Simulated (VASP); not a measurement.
# HgTe (Cmcm) in VASP: settings compared

Aim: see how the results for HgTe move with the level of theory and the settings. Levels: BLYP+D3(BJ), PBEsol, LDA. Tasks: single point, relaxation of cell and atoms.

All numbers are computed with VASP 6.6.1; they aren't measurements. Logs are shortened: lines on timing, memory, paths and dates and some standing lists are left out, and cuts for length are marked.

### Step 1. The cell of the first run

Symmetry: Cmcm, No. 63, orthorhombic system. Conventional cell: a = 5.996 Å, b = 6.813 Å, c = 5.500 Å, α = 90.00°, β = 90.00°, γ = 90.00°. Hg (site symmetry m2m) has 6 Te at 3.01 to 3.65 Å and 2 Hg at 3.36 Å within 4.0 Å. Te (site symmetry m2m) has 6 Hg at 3.01 to 3.65 Å and 2 Te at 3.66 Å within 4.0 Å.

### Step 2. Single point, BLYP+D3(BJ)

INCAR reads:

```
SYSTEM = HgTe
AGGAC    = 1.0          
AGGAX    = 1.0          
ALDAC    = 0.0          
ALDAX    = 1.0          
ALGO     = Normal         ! electronic algorithm
EDIFF    = 1E-7           ! SCF threshold, eV
ENCUT    = 520            ! plane-wave cutoff, eV
GGA      = B5             ! functional
ISIF     = 2              ! what is computed and relaxed
ISMEAR   = 0              ! smearing method
IVDW     = 12             ! dispersion correction
LASPH    = .True.         ! aspherical terms in the spheres
LCHARG   = .False.        ! write CHGCAR
LREAL    = .False.        ! projectors in reciprocal space
LWAVE    = .False.        ! write WAVECAR
NBANDS   = 26             ! bands
NELM     = 60             ! most SCF steps
PREC     = Accurate       ! precision mode
SIGMA    = 0.1            ! smearing width, eV
VDW_A1   = 0.4298       
VDW_A2   = 4.2359       
VDW_S6   = 1.0          
VDW_S8   = 2.6996
```

KPOINTS reads:

```
k-points
0
Gamma
  4 4 4
  0 0 0
```

POSCAR reads:

```
HgTe
1.0
    2.9982192279     -3.4062588961      0.0000000000
    2.9982192279      3.4062588961      0.0000000000
    0.0000000000      0.0000000000      5.4995518371
Hg Te
2 2
Direct
    0.3587547864      0.6412452136      0.7500000000
    0.6412452136      0.3587547864      0.2500000000
    0.8227851100      0.1772148900      0.7500000000
    0.1772148900      0.8227851100      0.2500000000
```

Potentials or basis: VASP PAW PBE potentials, release 64 (Hg, Te).

On the command line:

```console
> cat potpaw_PBE.64/Hg/POTCAR potpaw_PBE.64/Te/POTCAR > POTCAR
> mpirun -np 1 vasp_std > vasp.out
```

OUTCAR:

```text
SYSTEM = HgTe
   EDIFF = 1E-7
   ENCUT = 520
   GGA = B5
   ISIF = 2
   ISMEAR = 0
   IVDW = 12
   LASPH = .True.
   LREAL = .False.
   NELM = 60
   PREC = Accurate
 IVDW          = 12

 ion  position               nearest neighbor table
   1  0.359  0.641  0.750-   3 3.01   3 3.01   4 3.02   4 3.02   3 3.16   2 3.36   2 3.36   3 3.65

   2  0.641  0.359  0.250-   4 3.01   4 3.01   3 3.02   3 3.02   4 3.16   1 3.36   1 3.36   4 3.65

   3  0.823  0.177  0.750-   1 3.01   1 3.01   2 3.02   2 3.02   1 3.16   1 3.65   4 3.66   4 3.66

   4  0.177  0.823  0.250-   2 3.01   2 3.01   1 3.02   1 3.02   2 3.16   2 3.65   3 3.66   3 3.66

  LATTYP: Found a base centered orthorhombic cell.
 ALAT       =     5.9964384558
 B/A-ratio  =     1.1360940069
 C/A-ratio  =     0.9171363765

  Lattice vectors:

 A1 = (   2.9982192279,  -3.4062588961,   0.0000000000)
 A2 = (   2.9982192279,   3.4062588961,   0.0000000000)
 A3 = (   0.0000000000,   0.0000000000,   5.4995518371)

Analysis of symmetry for initial positions (statically):
=====================================================================
 Subroutine PRICEL returns:
 Original cell was already a primitive cell.

 Routine SETGRP: Setting up the symmetry group for a
 base centered orthorhombic supercell.

 Subroutine GETGRP returns: Found  8 space group operations
 (whereof  4 operations were pure point group operations)
 out of a pool of  8 trial point group operations.

The static configuration has the point symmetry C_2h.
 The point group associated with its full space group is D_2h.

Analysis of symmetry for dynamics (positions and initial velocities):
=====================================================================
 Subroutine PRICEL returns:
 Original cell was already a primitive cell.

 Routine SETGRP: Setting up the symmetry group for a
 base centered orthorhombic supercell.

 Subroutine GETGRP returns: Found  8 space group operations
 (whereof  4 operations were pure point group operations)
 out of a pool of  8 trial point group operations.

The dynamic configuration has the point symmetry C_2h.
 The point group associated with its full space group is D_2h.

 Subroutine INISYM returns: Found  8 space group operations
 (whereof  4 operations are pure point group operations),
 and found     1 'primitive' translations

----------------------------------------------------------------------------------------

[... 91 lines left out ...]
   NELM   =     60;   NELMIN=  2; NELMDL= -5     # of ELM steps
   EDIFF  = 0.1E-06   stopping-criterion for ELM
   LREAL  =      F    real-space projection
   EDIFFG = 0.1E-05   stopping-criterion for IOM
   NSW    =      0    number of steps for IOM
   IBRION =     -1    ionic relax: 0-MD 1-quasi-New 2-CG
   NFREE  =      0    steps in history (QN), initial steepest desc. (CG)
   ISIF   =      2    stress and relaxation
   ISYM   =      2    0-nonsym 1-usesym 2-fastsym
   POTIM  = 0.5000    time-step for ionic-motion
   TEBEG  =    0.0;   TEEND  =   0.0 temperature during run
   PSTRESS=    0.0 pullay stress
   NELECT =      36.0000    total number of electrons
   NUPDOWN=      -1.0000    fix difference up-down
   EMIN   =  10.00;   EMAX   =-10.00  energy-range for DOS
   EFERMI =   0.00;   METHOD = LEGACY
   ISMEAR =     0;   SIGMA  =   0.10  broadening in eV -4-tet -1-fermi 0-gaus
   EFERMI_NEDOS =   21; number of points for ismear=-14 and -15
   IALGO  =     38    algorithm
   IMIX   =      4    mixing-type and parameters
     AMIX     =   0.40;   BMIX     =  1.00
     AMIX_MAG =   1.60;   BMIX_MAG =  1.00
  volume/ion in A,a.u.               =      28.08       189.51
  Fermi-wavevector in a.u.,A,eV,Ry     =   1.120322  2.117102 17.076965  1.255122
  Thomas-Fermi vector in A             =   2.256968
   LORBIT       =      0    0 simple, 1 ext, 2 COOP (PROOUT), +10 PAW based schemes
   GGA     = B5    functional components
   LHFCALC =     F    Hartree Fock is set to
   AEXX    =    0.0000 exact exchange contribution
   IVDW    =    12    specifies the selected vdW correction
   LEPSILON=     F    determine dielectric tensor
   LRPA    =     F    only Hartree local field effects (RPA)
 non-spin polarized calculation
 Gauss-broadening in eV      SIGMA  =   0.10
  energy-cutoff  :      520.00
  volume of cell :      112.33
 maximum number of plane-waves:      3051
 NGX is ok and might be reduce to    36
   NGX = 17   NGY = 17   NGZ = 21

 number of electron      35.9999998 magnetization

 Free energy of the ion-electron system (eV)
  ---------------------------------------------------
  ext. energy  EPLUGINS =         0.00000000
  ---------------------------------------------------
  free energy    TOTEN  =        -4.07747011 eV

  energy without entropy =       -4.06357179  energy(sigma->0) =       -4.07052095

 E-fermi :   5.1339     XC(G=0):  -9.3379

 val. band max:        5.0719910650   @ k =   0.2500   0.0000   0.2500
 cond. band min:       5.1384196673   @ k =   0.5000   0.2500   0.0000
 fundamental gap:      0.0664286023
 Fermi energy:         5.1338576085

 k-point     1 :       0.0000    0.0000    0.0000
  band No.  band energies     occupation
      1      -7.1204      2.00000
      2      -5.6622      2.00000
      3      -1.9971      2.00000
      4      -1.9941      2.00000
      5      -1.8252      2.00000
      6      -1.7337      2.00000
[... 598 lines left out ...]
     25      13.0472      0.00000
     26      13.0472      0.00000

------------------------ aborting loop because EDIFF is reached ----------------------------------------

 Edisp (eV)   -4.16629

 E8    (eV) :    -3.1342

  FORCE on cell =-STRESS in cart. coord.  units (eV):
  Direction    XX          YY          ZZ          XY          YZ          ZX
  --------------------------------------------------------------------------------------
  -------------------------------------------------------------------------------------
  Total       0.27817     0.18087     0.27020     0.00000    -0.00000     0.00000
  in kB       3.96758     2.57974     3.85383     0.00000    -0.00000     0.00000
  external pressure =        3.47 kB  Pullay stress =        0.00 kB

 VOLUME and BASIS-vectors are now :
 -----------------------------------------------------------------------------
  energy-cutoff  :      520.00
  volume of cell :      112.33
      direct lattice vectors                 reciprocal lattice vectors
     2.998219228 -3.406258896  0.000000000     0.166765657 -0.146788607  0.000000000
     2.998219228  3.406258896  0.000000000     0.166765657  0.146788607  0.000000000
     0.000000000  0.000000000  5.499551837     0.000000000  0.000000000  0.181832998

 POSITION                                       TOTAL-FORCE (eV/Angst)
 -----------------------------------------------------------------------------------
      2.99822      0.96224      4.12466         0.000000     -0.003975     -0.000000
      2.99822     -0.96224      1.37489         0.000000      0.003975     -0.000000
      2.99822     -2.19898      4.12466         0.000000     -0.023092      0.000000
      2.99822      2.19898      1.37489         0.000000      0.023092      0.000000
 -----------------------------------------------------------------------------------
    total drift:                               -0.000000     -0.000000      0.000000

  FREE ENERGIE OF THE ION-ELECTRON SYSTEM (eV)
  ---------------------------------------------------
  free  energy   TOTEN  =        -8.2437564507 eV

  energy  without entropy=       -8.2298581328  energy(sigma->0) =       -8.23680729
```

OSZICAR:

```text
N       E                     dE             d eps       ncg     rms          rms(c)
DAV:   1     0.239993580485E+03    0.23999E+03   -0.16179E+04  1092   0.123E+03
DAV:   2     0.742945134683E+01   -0.23256E+03   -0.22257E+03  1154   0.289E+02
DAV:   3    -0.444303965717E+01   -0.11872E+02   -0.11722E+02  1308   0.644E+01
DAV:   4    -0.460448817926E+01   -0.16145E+00   -0.16040E+00  1296   0.636E+00
DAV:   5    -0.460640298335E+01   -0.19148E-02   -0.19147E-02  1296   0.721E-01    0.935E+00
DAV:   6    -0.407307058968E+01    0.53333E+00   -0.13713E+00  1166   0.117E+01    0.718E+00
DAV:   7    -0.407917103653E+01   -0.61004E-02   -0.29152E-01  1180   0.270E+00    0.288E+00
DAV:   8    -0.407757682792E+01    0.15942E-02   -0.23277E-02  1142   0.141E+00    0.692E-01
DAV:   9    -0.407743002109E+01    0.14681E-03   -0.34872E-03  1202   0.552E-01    0.985E-02
DAV:  10    -0.407745236285E+01   -0.22342E-04   -0.24174E-04  1156   0.133E-01    0.590E-02
DAV:  11    -0.407747636340E+01   -0.24001E-04   -0.11655E-04  1210   0.849E-02    0.402E-02
DAV:  12    -0.407746992592E+01    0.64375E-05   -0.22776E-05  1126   0.438E-02    0.224E-02
DAV:  13    -0.407747003218E+01   -0.10626E-06   -0.14653E-06  1192   0.569E-03    0.182E-02
DAV:  14    -0.407747010546E+01   -0.73282E-07   -0.12236E-07   762   0.261E-03
   1 F= -.82437565E+01 E0= -.82368073E+01  d E =-.138983E-01
```

It took 38 s on 1 thread of Intel Xeon 6975P-C (Granite Rapids), shared host; peak memory 0.26 GiB.

Results:

```
Free energy                : -8.2438 eV
Pressure                   : 0.3 GPa
Largest force              : 0.023 eV/Å
Band gap on the k mesh     : zero (bands 18 and 19 overlap by 1.81 eV)
Dispersion energy per atom : -1.042 eV
```

Forces in eV/Å, atoms in the order of the input:
```
Hg   0.000 -0.004  0.000
Hg   0.000  0.004  0.000
Te   0.000 -0.023  0.000
Te   0.000  0.023  0.000
```

Stress tensor (GPa, compression positive):
```
0.40 0.00 0.00
0.00 0.26 0.00
0.00 0.00 0.39
```

Caveat: the dispersion term is far too large for a dense solid, which distorts pressure and volume; the PAW data sets were made with another functional, which shifts forces and pressure a little; spin-orbit coupling is left out, which moves the levels of the heavy elements.

### Step 3. Relaxation of cell and atoms, PBEsol

This run uses another cell than the first one, of 30.08 Å³/atom.

INCAR reads:

```
ALGO     = Normal         # electronic algorithm
EDIFF    = 1E-7           # SCF threshold, eV
EDIFFG   = -0.05          # ionic threshold
ENCUT    = 600            # plane-wave cutoff, eV
GGA      = PS             # functional
IBRION   = 2              # ionic algorithm
ISIF     = 3              # what is computed and relaxed
ISMEAR   = 0              # smearing method
LASPH    = True           # aspherical terms in the spheres
LCHARG   = False          # write CHGCAR
LREAL    = False          # projectors in reciprocal space
LWAVE    = False          # write WAVECAR
NELM     = 60             # most SCF steps
NSW      = 80             # ionic steps
PREC     = Accurate       # precision mode
SIGMA    = 0.1            # smearing width, eV
```

KPOINTS reads:

```
k-points
0
Gamma
  4 4 4
```

POSCAR reads:

```
HgTe
1.0
    2.9925180000     -3.4669290000      0.0000000000
    2.9925180000      3.4669290000      0.0000000000
    0.0000000000      0.0000000000      5.7981570000
Hg Te
2 2
Direct
    0.3430500000      0.6569500000      0.7500000000
    0.6569500000      0.3430500000      0.2500000000
    0.7848090000      0.2151910000      0.7500000000
    0.2151910000      0.7848090000      0.2500000000
```

Potentials or basis: VASP PAW PBE potentials, release 64 (Hg, Te).

On the command line:

```console
> cat potpaw_PBE.64/Hg/POTCAR potpaw_PBE.64/Te/POTCAR > POTCAR
> mpirun -np 1 vasp_std > vasp.out
```

OUTCAR:

```text
EDIFF = 1E-7
   EDIFFG = -0.05
   ENCUT = 600
   GGA = PS
   IBRION = 2
   ISIF = 3
   ISMEAR = 0
   LASPH = True
   LREAL = False
   NELM = 60
   NSW = 80
   PREC = Accurate

 ion  position               nearest neighbor table
   1  0.343  0.657  0.750-   3 3.02   3 3.02   4 3.03   4 3.03   3 3.06   2 3.63   2 3.63
   2  0.657  0.343  0.250-   4 3.02   4 3.02   3 3.03   3 3.03   4 3.06   1 3.63   1 3.63
   3  0.785  0.215  0.750-   1 3.02   1 3.02   2 3.03   2 3.03   1 3.06
   4  0.215  0.785  0.250-   2 3.02   2 3.02   1 3.03   1 3.03   2 3.06

  LATTYP: Found a base centered orthorhombic cell.
 ALAT       =     5.9850360000
 B/A-ratio  =     1.1585323798
 C/A-ratio  =     0.9687756264

  Lattice vectors:

 A1 = (   2.9925180000,  -3.4669290000,   0.0000000000)
 A2 = (   2.9925180000,   3.4669290000,   0.0000000000)
 A3 = (   0.0000000000,   0.0000000000,   5.7981570000)

Analysis of symmetry for initial positions (statically):
=====================================================================
 Subroutine PRICEL returns:
 Original cell was already a primitive cell.

 Routine SETGRP: Setting up the symmetry group for a
 base centered orthorhombic supercell.

 Subroutine GETGRP returns: Found  8 space group operations
 (whereof  4 operations were pure point group operations)
 out of a pool of  8 trial point group operations.

The static configuration has the point symmetry C_2h.
 The point group associated with its full space group is D_2h.

Analysis of symmetry for dynamics (positions and initial velocities):
=====================================================================
 Subroutine PRICEL returns:
 Original cell was already a primitive cell.

 Routine SETGRP: Setting up the symmetry group for a
 base centered orthorhombic supercell.

 Subroutine GETGRP returns: Found  8 space group operations
 (whereof  4 operations were pure point group operations)
 out of a pool of  8 trial point group operations.

The dynamic configuration has the point symmetry C_2h.
 The point group associated with its full space group is D_2h.

 Subroutine INISYM returns: Found  8 space group operations
 (whereof  4 operations are pure point group operations),
 and found     1 'primitive' translations

[... 117 lines left out ...]
  Thomas-Fermi vector in A             =   2.231301
   LORBIT       =      0    0 simple, 1 ext, 2 COOP (PROOUT), +10 PAW based schemes
   GGA     = PS    functional components
   LHFCALC =     F    Hartree Fock is set to
   AEXX    =    0.0000 exact exchange contribution
   IVDW    =     0    specifies the selected vdW correction
   LEPSILON=     F    determine dielectric tensor
   LRPA    =     F    only Hartree local field effects (RPA)
 conjugate gradient relaxation of ions
 non-spin polarized calculation
 Gauss-broadening in eV      SIGMA  =   0.10
  energy-cutoff  :      600.00
  volume of cell :      120.31
 maximum number of plane-waves:      4052
 NGX is ok and might be reduce to    40
   NGX = 19   NGY = 19   NGZ = 23

--------------------------------------- Ionic step        1  -------------------------------------------

 number of electron      36.0000003 magnetization

 Free energy of the ion-electron system (eV)
  ---------------------------------------------------
  ext. energy  EPLUGINS =         0.00000000
  ---------------------------------------------------
  free energy    TOTEN  =        -8.18892639 eV

  energy without entropy =       -8.17932619  energy(sigma->0) =       -8.18412629

 E-fermi :   3.7175     XC(G=0):  -9.7491

 val. band max:        3.6504818826   @ k =   0.2500   0.0000   0.2500
 cond. band min:       3.7585092191   @ k =   0.5000   0.2500   0.0000
 fundamental gap:      0.1080273365
 Fermi energy:         3.7174713535

 k-point     1 :       0.0000    0.0000    0.0000
  band No.  band energies     occupation
      1      -8.1209      2.00000
      2      -7.0101      2.00000
      3      -3.0832      2.00000
      4      -2.9906      2.00000
      5      -2.9618      2.00000
      6      -2.9114      2.00000
[... 621 lines left out ...]
  FREE ENERGIE OF THE ION-ELECTRON SYSTEM (eV)
  ---------------------------------------------------
  free  energy   TOTEN  =        -8.2683974433 eV

  energy  without entropy=       -8.2564145312  energy(sigma->0) =       -8.26240599

[... ionic steps 4 to 10 ...]

--------------------------------------- Ionic step       11  -------------------------------------------

 number of electron      35.9999998 magnetization

------------------------ aborting loop because EDIFF is reached ----------------------------------------
[... 71 lines left out ...]
--------------------------------------- Ionic step       13  -------------------------------------------

 number of electron      35.9999998 magnetization

 Free energy of the ion-electron system (eV)
  ---------------------------------------------------
  ext. energy  EPLUGINS =         0.00000000
  ---------------------------------------------------
  free energy    TOTEN  =        -8.27468599 eV

  energy without entropy =       -8.26445324  energy(sigma->0) =       -8.26956962

 E-fermi :   4.5876     XC(G=0): -10.1330

 val. band max:        4.5316296065   @ k =   0.2500   0.0000   0.2500
 cond. band min:       4.5938708262   @ k =   0.5000   0.2500   0.0000
 fundamental gap:      0.0622412197
 Fermi energy:         4.5876075203

 k-point     1 :       0.0000    0.0000    0.0000
  band No.  band energies     occupation
      1      -7.7776      2.00000
      2      -6.4291      2.00000
      3      -2.5228      2.00000
      4      -2.4633      2.00000
      5      -2.3590      2.00000
      6      -2.3106      2.00000
[... 545 lines left out ...]
  FREE ENERGIE OF THE ION-ELECTRON SYSTEM (eV)
  ---------------------------------------------------
  free  energy   TOTEN  =        -8.2746859911 eV

  energy  without entropy=       -8.2644532441  energy(sigma->0) =       -8.26956962

 reached required accuracy - stopping structural energy minimisation
```

Wall time 5.1 min (1 thread of Intel Xeon 6975P-C (Granite Rapids), shared host); peak memory 0.31 GiB.

Results:

* Free energy: -8.2747 eV
* Relaxed volume: 27.81 Å³/atom
* Relaxed cell: a = 4.477 Å, b = 4.477 Å, c = 5.599 Å, α = 90.00°, β = 90.00°, γ = 97.56°
* Space group after relaxing (to 0.1 Å): Cmcm (No. 63)
* Energy gained by relaxing: 21.4 meV/atom
* Ionic steps: 13
* Pressure after relaxing: 0.1 GPa
* Largest force after relaxing: 0.026 eV/Å
* Band gap on the k mesh: zero (bands 18 and 19 overlap by 2.21 eV)

Forces in eV/Å, atoms in the order of the input:
```
Hg   0.000 -0.026  0.000
Hg   0.000  0.026  0.000
Te   0.000 -0.008  0.000
Te   0.000  0.008  0.000
```

Step by step:
| step | energy change (eV) | largest force (eV/Å) | pressure (GPa) | volume (Å³) |
| --- | --- | --- | --- | --- |
| 1 | 0.0000 | 0.1381 | -3.06 | 120.31 |
| 2 | -0.0696 | 0.1419 | 1.25 | 110.56 |
| 3 | -0.0795 | 0.0639 | -0.02 | 112.93 |
| 4 | -0.0794 | 0.0594 | -0.08 | 113.07 |
| 5 | -0.0802 | 0.0656 | -0.09 | 112.96 |
| 6 | -0.0812 | 0.0783 | -0.07 | 112.73 |
| 7 | -0.0811 | 0.1025 | -0.02 | 112.25 |
| 8 | -0.0815 | 0.0898 | -0.06 | 112.51 |
| 9 | -0.0820 | 0.0860 | -0.03 | 112.38 |
| 10 | -0.0834 | 0.0743 | 0.06 | 111.98 |
| 11 | -0.0849 | 0.0488 | 0.24 | 111.20 |
| 12 | -0.0850 | 0.0393 | 0.31 | 110.92 |
| 13 | -0.0858 | 0.0259 | 0.07 | 111.24 |

Final structure:
```
Hg Te
1.0
     2.94991   -3.36735    0.00000
     2.94991    3.36735    0.00000
     0.00000    0.00000    5.59920
Hg Te
2 2
Cartesian
  2.9499 1.0552 4.1994
  2.9499 -1.0552 1.3998
  2.9499 -1.9763 4.1994
  2.9499 1.9763 1.3998
```

Caveat: the PAW data sets were made with another functional, which shifts forces and pressure a little; spin-orbit coupling is left out, which moves the levels of the heavy elements; the relaxation stopped at a loose force limit of 0.05 eV/Å, so its end isn't a converged minimum.

(Continued in part 2 of 2.)

The gap in the log of VASP goes by the Fermi energy; the results here count the filled bands.